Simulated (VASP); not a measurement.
Write the native input for VASP 6.6.1 that does the following.

| Quantity | Value |
| --- | --- |
| Task | single point |
| Functional | PBE |
| Potentials or basis | VASP PAW PBE potentials, release 64 (Mo_sv) |
| Cutoff | 520 eV |
| k mesh | 18 × 18 × 6 |
| Occupations | gaussian, width 0.15 eV |
| Spin | no spin polarisation |
| Dipole correction | no |
| Further INCAR settings | ALGO = Fast; EDIFF = 1e-07; NBANDS = 36 |

The structure of Mo lies in POSCAR:

```
Mo
1.0
   -1.5710000000      1.5710000000     -1.5710000000
   -1.5710000000     -1.5710000000      1.5710000000
    0.0000000000      6.1779339828      6.1779339828
Mo
4
Direct
    0.0000000000      0.0000000000      0.8900224598
    0.5000000000      0.5000000000      0.1271460657
    0.0000000000      0.0000000000      0.3814381971
    0.5000000000      0.5000000000      0.6357303284
```

One way to write it, as run:

INCAR

```
SYSTEM = Mo
ALGO = Fast
EDIFF = 1E-7
ENCUT = 520
GGA = PE
ISIF = 2
ISMEAR = 0
LASPH = .TRUE.
LCHARG = .TRUE.
LELF = .TRUE.
LREAL = .FALSE.
LVHAR = .TRUE.
LWAVE = .FALSE.
NBANDS = 36
NELM = 80
PREC = Accurate
SIGMA = 0.15
```

KPOINTS

```
k-points
0
G
  18 18 6
  0 0 0
```

Potentials or basis: VASP PAW PBE potentials, release 64 (Mo_sv).

Command:

```sh
$ cat potpaw_PBE.64/Mo_sv/POTCAR > POTCAR
$ mpirun -np 1 vasp_std > vasp.out
```

Results of the run:

```json
{
 "Pressure": "11.0 GPa",
 "Largest force": "1.255 eV/Å",
 "Band gap on the k mesh": "zero (band 28 reaches 14.91 eV, above the bottom of band 29 at 11.96 eV)"
}
```

Caveat: forces of over 1 eV/Å act on the atoms, so gaps and moduli don't describe the material at rest.

It took 10 min on 1 thread of Intel(R) Xeon(R) Platinum 8559C (Emerald Rapids), with other jobs on the host, peak memory 0.59 GiB.
